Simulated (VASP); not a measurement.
# TaN (P-62m) in VASP: single point with r2SCAN

Aim: the single point of TaN with r2SCAN.

Everything below comes from runs of VASP 6.6.1. Logs are shortened: lines on timing, memory, paths and dates and some standing lists are left out, and cuts for length are marked.

**1. The cell of the first run**

The structure is hexagonal, space group P-62m (No. 189). The conventional cell has a = 5.201 Å, b = 5.201 Å, c = 2.909 Å, α = 90.00°, β = 90.00°, γ = 120.00°. Within 2.7 Å of Ta (site symmetry -62m) lie 3 N at 2.04 Å. Ta (site symmetry -6) has 6 N at 2.16 Å and 5 Ta at 2.91 to 3.00 Å within 3.1 Å. N (site symmetry m2m) has 5 Ta at 2.04 to 2.16 Å and 6 N at 2.78 to 2.91 Å within 3.0 Å.

**2. Single point, r2SCAN**

POSCAR

```
TaN
1.0
    5.2005281198      0.0000000000      0.0000000000
   -2.6002640599      4.5037894649      0.0000000000
    0.0000000000      0.0000000000      2.9093349265
Ta N
3 3
Direct
    0.0000000000      0.0000000000      0.0000000000
    0.3333333333      0.6666666667      0.5000000000
    0.6666666667      0.3333333333      0.5000000000
    0.3923769320      0.0000000000      0.0000000000
    0.6076230680      0.6076230680      0.0000000000
    0.0000000000      0.3923769320      0.0000000000
```

INCAR.step1

```
PREC = Accurate
ENCUT = 660
ISMEAR = 0
SIGMA = 0.1
LREAL = False
LASPH = True
NELM = 120
NBANDS = 33
GGA = PE
ALGO = Normal
EDIFF = 1E-5
LWAVE = True
LCHARG = False
GGA_COMPAT = False
```

INCAR.step2

```
PREC = Accurate
ENCUT = 660
EDIFF = 1E-6
ISMEAR = 0
SIGMA = 0.1
LREAL = False
LASPH = True
NELM = 120
ALGO = Normal
ISIF = 2
LWAVE = False
LCHARG = False
METAGGA = R2SCAN
LMIXTAU = True
NBANDS = 33
ISTART = 1
GGA_COMPAT = False
```

KPOINTS

```
Automatic mesh
0
Gamma
  12 12 16
```

Potentials or basis: VASP PAW PBE potentials, release 64 (Ta_pv, N).

On the command line:

```bash
$ cat potpaw_PBE.64/Ta_pv/POTCAR potpaw_PBE.64/N/POTCAR > POTCAR
$ cp INCAR.step1 INCAR
$ mpirun -np 1 vasp_std > vasp.out
$ cp INCAR.step2 INCAR
$ mpirun -np 1 vasp_std > vasp.out
```

OUTCAR:

```text
PREC = Accurate
   ENCUT = 660
   EDIFF = 1E-6
   ISMEAR = 0
   LREAL = False
   LASPH = True
   NELM = 120
   ISIF = 2
   METAGGA = R2SCAN
   ISTART = 1

 ion  position               nearest neighbor table
   1  0.000  0.000  0.000-   4 2.04   5 2.04   6 2.04   3 3.34   2 3.34   2 3.34   3 3.34   3 3.34
                             3 3.34   2 3.34   2 3.34   3 3.34   3 3.34   2 3.34   2 3.34
   2  0.333  0.667  0.500-   4 2.16   4 2.16   6 2.16   6 2.16   5 2.16   5 2.16   3 3.00   3 3.00
                             3 3.00   1 3.34   1 3.34   1 3.34   1 3.34   1 3.34   1 3.34
   3  0.667  0.333  0.500-   6 2.16   6 2.16   4 2.16   4 2.16   5 2.16   5 2.16   2 3.00   2 3.00
                             2 3.00   1 3.34   1 3.34   1 3.34   1 3.34   1 3.34   1 3.34
   4  0.392  0.000  0.000-   1 2.04   2 2.16   2 2.16   3 2.16   3 2.16
   5  0.608  0.608  0.000-   1 2.04   2 2.16   2 2.16   3 2.16   3 2.16
   6  0.000  0.392  0.000-   1 2.04   3 2.16   3 2.16   2 2.16   2 2.16

  LATTYP: Found a hexagonal cell.
 ALAT       =     5.2005281198
 C/A-ratio  =     0.5594306692

  Lattice vectors:

 A1 = (   5.2005281198,   0.0000000000,   0.0000000000)
 A2 = (  -2.6002640599,   4.5037894649,   0.0000000000)
 A3 = (   0.0000000000,   0.0000000000,   2.9093349265)

Analysis of symmetry for initial positions (statically):
=====================================================================
 Subroutine PRICEL returns:
 Original cell was already a primitive cell.

 Routine SETGRP: Setting up the symmetry group for a
 hexagonal supercell.

 Subroutine GETGRP returns: Found 12 space group operations
 (whereof 12 operations were pure point group operations)
 out of a pool of 24 trial point group operations.

The static configuration has the point symmetry D_3h.

Analysis of symmetry for dynamics (positions and initial velocities):
=====================================================================
 Subroutine PRICEL returns:
 Original cell was already a primitive cell.

 Routine SETGRP: Setting up the symmetry group for a
 hexagonal supercell.

 Subroutine GETGRP returns: Found 12 space group operations
 (whereof 12 operations were pure point group operations)
 out of a pool of 24 trial point group operations.

The dynamic configuration has the point symmetry D_3h.

 Subroutine INISYM returns: Found 12 space group operations
 (whereof 12 operations are pure point group operations),
 and found     1 'primitive' translations

----------------------------------------------------------------------------------------

                                     Primitive cell

  volume of cell :      68.1427

  direct lattice vectors                    reciprocal lattice vectors
     5.200528120  0.000000000  0.000000000     0.192288163  0.111017623  0.000000000
    -2.600264060  4.503789465  0.000000000     0.000000000  0.222035246  0.000000000
     0.000000000  0.000000000  2.909334927     0.000000000  0.000000000  0.343721168

  length of vectors
     5.200528120  5.200528120  2.909334927     0.222035246  0.222035246  0.343721168

  position of ions in fractional coordinates (direct lattice)
     0.000000000  0.000000000  0.000000000
     0.333333333  0.666666667  0.500000000
     0.666666667  0.333333333  0.500000000
     0.392376932  0.000000000  0.000000000
     0.607623068  0.607623068  0.000000000
     0.000000000  0.392376932  0.000000000

  ion indices of the primitive-cell ions
   primitive index   ion index
                 1           1
                 2           2
                 3           3
                 4           4
                 5           5
                 6           6

----------------------------------------------------------------------------------------

 KPOINTS: Automatic mesh

Automatic generation of k-mesh.
 Grid dimensions read from file:
 generate k-points for:   12   12   16

 Generating k-lattice:

  Cartesian coordinates                     Fractional coordinates (reciprocal lattice)
     0.016024014  0.009251469  0.000000000     0.083333333  0.000000000  0.000000000
     0.000000000  0.018502937  0.000000000     0.000000000  0.083333333  0.000000000
     0.000000000  0.000000000  0.021482573     0.000000000  0.000000000  0.062500000

  Length of vectors
     0.018502937  0.018502937  0.021482573

  Shift w.r.t. Gamma in fractional coordinates (k-lattice)
     0.000000000  0.000000000  0.000000000

 Subroutine IBZKPT returns following result:
 ===========================================

 Found    171 irreducible k-points:

 Following reciprocal coordinates:
            Coordinates               Weight
  0.000000  0.000000  0.000000      1.000000
  0.083333  0.000000  0.000000      6.000000
  0.166667 -0.000000  0.000000      6.000000
  0.250000  0.000000  0.000000      6.000000
  0.333333  0.000000  0.000000      6.000000
  0.416667  0.000000  0.000000      6.000000
[... 16 lines left out ...]
  0.250000  0.000000  0.062500     12.000000
  0.333333  0.000000  0.062500     12.000000
 [... further k-points ...]
   k-points           NKPTS =    171   k-points in BZ     NKDIM =    171   number of bands    NBANDS=     33
   number of dos      NEDOS =    301   number of ions     NIONS =      6
   total plane-waves  NPLWV =  55296
   dimension x,y,z NGX =    48 NGY =   48 NGZ =   24
   dimension x,y,z NGXF=    96 NGYF=   96 NGZF=   48
   ions per type =               3   3
   NGX,Y,Z   is equivalent  to a cutoff of  15.34, 15.34, 13.71 a.u.
   NGXF,Y,Z  is equivalent  to a cutoff of  30.69, 30.69, 27.43 a.u.
 SYSTEM =  unknown system
   PREC   = accura    normal or accurate (medium, high low for compatibility)
   ISTART =      1    job   : 0-new  1-cont  2-samecut
   ICHARG =      0    charge: 1-file 2-atom 10-const
   ISPIN  =      1    spin polarized calculation?
   LNONCOLLINEAR =      F non collinear calculations
   LSORBIT =      F    spin-orbit coupling
   LASPH  =      T    aspherical Exc in radial PAW
   ENCUT  =  660.0 eV  48.51 Ry    6.96 a.u.  10.89 10.89  6.09*2*pi/ulx,y,z
   NELM   =    120;   NELMIN=  2; NELMDL=  0     # of ELM steps
   EDIFF  = 0.1E-05   stopping-criterion for ELM
   LREAL  =      F    real-space projection
   EDIFFG = 0.1E-04   stopping-criterion for IOM
   NSW    =      0    number of steps for IOM
   IBRION =     -1    ionic relax: 0-MD 1-quasi-New 2-CG
   NFREE  =      0    steps in history (QN), initial steepest desc. (CG)
   ISIF   =      2    stress and relaxation
   ISYM   =      2    0-nonsym 1-usesym 2-fastsym
   POTIM  = 0.5000    time-step for ionic-motion
   TEBEG  =    0.0;   TEEND  =   0.0 temperature during run
   PSTRESS=    0.0 pullay stress
   NELECT =      48.0000    total number of electrons
   NUPDOWN=      -1.0000    fix difference up-down
   EMIN   =  10.00;   EMAX   =-10.00  energy-range for DOS
   EFERMI =   0.00;   METHOD = LEGACY
   ISMEAR =     0;   SIGMA  =   0.10  broadening in eV -4-tet -1-fermi 0-gaus
   EFERMI_NEDOS =   21; number of points for ismear=-14 and -15
   IALGO  =     38    algorithm
   IMIX   =      4    mixing-type and parameters
     AMIX     =   0.40;   BMIX     =  1.00
     AMIX_MAG =   1.60;   BMIX_MAG =  1.00
  volume/ion in A,a.u.               =      11.36        76.64
  Fermi-wavevector in a.u.,A,eV,Ry     =   1.456629  2.752629 28.868390  2.121767
  Thomas-Fermi vector in A             =   2.573525
   LORBIT       =      0    0 simple, 1 ext, 2 COOP (PROOUT), +10 PAW based schemes
   METAGGA = R2SCAN    functional components
   LHFCALC =     F    Hartree Fock is set to
   AEXX    =    0.0000 exact exchange contribution
   IVDW    =     0    specifies the selected vdW correction
   LEPSILON=     F    determine dielectric tensor
   LRPA    =     F    only Hartree local field effects (RPA)
 non-spin polarized calculation
 Gauss-broadening in eV      SIGMA  =   0.10
  energy-cutoff  :      660.00
  volume of cell :       68.14
 maximum number of plane-waves:      2658
 NGX is ok and might be reduce to    48
   NGX = 21   NGY = 21   NGZ = 13

 number of electron      48.0000000 magnetization

 Free energy of the ion-electron system (eV)
  ---------------------------------------------------
  ext. energy  EPLUGINS =         0.00000000
  ---------------------------------------------------
  free energy    TOTEN  =      -181.31580737 eV

  energy without entropy =     -181.31328823  energy(sigma->0) =     -181.31454780

 E-fermi :   8.3899     XC(G=0): -13.9788

 val. band max:        8.3332751597   @ k =   0.1667   0.0833   0.1875
 cond. band min:       8.4005794629   @ k =   0.2500   0.0000   0.1875
 fundamental gap:      0.0673043032
 Fermi energy:         8.3898683873

 k-point     1 :       0.0000    0.0000    0.0000
  band No.  band energies     occupation
      1     -29.2839      2.00000
      2     -29.2839      2.00000
      3     -28.9156      2.00000
      4     -28.9156      2.00000
      5     -28.7323      2.00000
      6     -28.6215      2.00000
[... 25 lines left out ...]
     32      11.6788      0.00000
     33      11.6788      0.00000

 k-point     2 :       0.0833    0.0000    0.0000
  band No.  band energies     occupation
      1     -29.2902      2.00000
      2     -29.2825      2.00000
      3     -28.9101      2.00000
      4     -28.9077      2.00000
      5     -28.7305      2.00000
      6     -28.6232      2.00000
[... 25 lines left out ...]
     32      11.6548      0.00000
     33      11.7351      0.00000

 k-point     3 :       0.1667   -0.0000    0.0000
  band No.  band energies     occupation
      1     -29.3063      2.00000
      2     -29.2757      2.00000
      3     -28.9002      2.00000
      4     -28.8871      2.00000
      5     -28.7254      2.00000
      6     -28.6279      2.00000
[... 25 lines left out ...]
     32      11.6898      0.00000
     33      11.8919      0.00000

 k-point     4 :       0.2500    0.0000    0.0000
  band No.  band energies     occupation
      1     -29.3263      2.00000
      2     -29.2584      2.00000
      3     -28.9013      2.00000
      4     -28.8608      2.00000
      5     -28.7174      2.00000
      6     -28.6354      2.00000
[... 25 lines left out ...]
     32      12.1177      0.00000
     33      12.2858      0.00000

 k-point     5 :       0.3333    0.0000    0.0000
  band No.  band energies     occupation
      1     -29.3444      2.00000
      2     -29.2287      2.00000
      3     -28.9246      2.00000
      4     -28.8360      2.00000
      5     -28.7077      2.00000
      6     -28.6445      2.00000
[... 604 lines left out ...]
 k-point    22 :       0.1667   -0.0000    0.0625
  band No.  band energies     occupation
      1     -29.3000      2.00000
      2     -29.2696      2.00000
      3     -28.8954      2.00000
      4     -28.8819      2.00000
      5     -28.7619      2.00000
      6     -28.6596      2.00000
[... 25 lines left out ...]
     32      11.7597      0.00000
     33      11.8713      0.00000

 k-point    23 :       0.2500    0.0000    0.0625
  band No.  band energies     occupation
      1     -29.3195      2.00000
      2     -29.2523      2.00000
      3     -28.8972      2.00000
      4     -28.8561      2.00000
      5     -28.7548      2.00000
      6     -28.6674      2.00000
[... 25 lines left out ...]
     32      12.0299      0.00000
     33      12.4070      0.00000

 k-point    24 :       0.3333    0.0000    0.0625
  band No.  band energies     occupation
      1     -29.3374      2.00000
      2     -29.2229      2.00000
      3     -28.9209      2.00000
      4     -28.8318      2.00000
      5     -28.7456      2.00000
      6     -28.6770      2.00000
[... 25 lines left out ...]
     32      12.2343      0.00000
     33      12.4392      0.00000

 [... further k-points ...]

------------------------ aborting loop because EDIFF is reached ----------------------------------------

  FORCE on cell =-STRESS in cart. coord.  units (eV):
  Direction    XX          YY          ZZ          XY          YZ          ZX
  --------------------------------------------------------------------------------------
  -------------------------------------------------------------------------------------
  Total        0.7289485      0.7289485      0.6480550      0.0000000     -0.0000000      0.0000000
  in kB       17.1391073     17.1391073     15.2371306      0.0000000     -0.0000000      0.0000000
  external PRESSURE =      16.5051150 kB  Pullay stress =       0.0000000 kB

 VOLUME and BASIS-vectors are now :
 -----------------------------------------------------------------------------
  energy-cutoff  :      660.00
  volume of cell :       68.14
      direct lattice vectors                 reciprocal lattice vectors
     5.200528120  0.000000000  0.000000000     0.192288163  0.111017623  0.000000000
    -2.600264060  4.503789465  0.000000000     0.000000000  0.222035246  0.000000000
     0.000000000  0.000000000  2.909334927     0.000000000  0.000000000  0.343721168

 POSITION                                       TOTAL-FORCE (eV/Angst)
 -----------------------------------------------------------------------------------
      0.00000      0.00000      0.00000         0.000000     -0.000000      0.000000
     -0.00000      3.00253      1.45467         0.000000     -0.000000      0.000000
      2.60026      1.50126      1.45467         0.000000      0.000000      0.000000
      2.04057      0.00000      0.00000         0.000364      0.000000      0.000000
      1.57998      2.73661      0.00000        -0.000182     -0.000316      0.000000
     -1.02028      1.76718      0.00000        -0.000182      0.000316      0.000000
 -----------------------------------------------------------------------------------
    total drift:                                0.000000      0.000000      0.000000

  FREE ENERGIE OF THE ION-ELECTRON SYSTEM (eV)
  ---------------------------------------------------
  free  energy   TOTEN  =      -181.3158073680 eV

  energy  without entropy=     -181.3132882281  energy(sigma->0) =     -181.31454780
```

Run time: 11 min. Hardware: 1 thread of Intel Xeon 6975P-C (Granite Rapids), shared host; peak memory 0.55 GiB.

What came out:

```yaml
Free_energy: -181.3158 eV
Pressure: 1.7 GPa
Band_gap_on_the_k_mesh: zero (bands 24 and 25 overlap by 3.26 eV)
```

Stress tensor (GPa, compression positive):
```
1.71 0.00 0.00
0.00 1.71 0.00
0.00 0.00 1.52
```

Caveat: the PAW data sets were made with another functional, which shifts forces and pressure a little; spin-orbit coupling is left out, which moves the levels of the heavy elements.
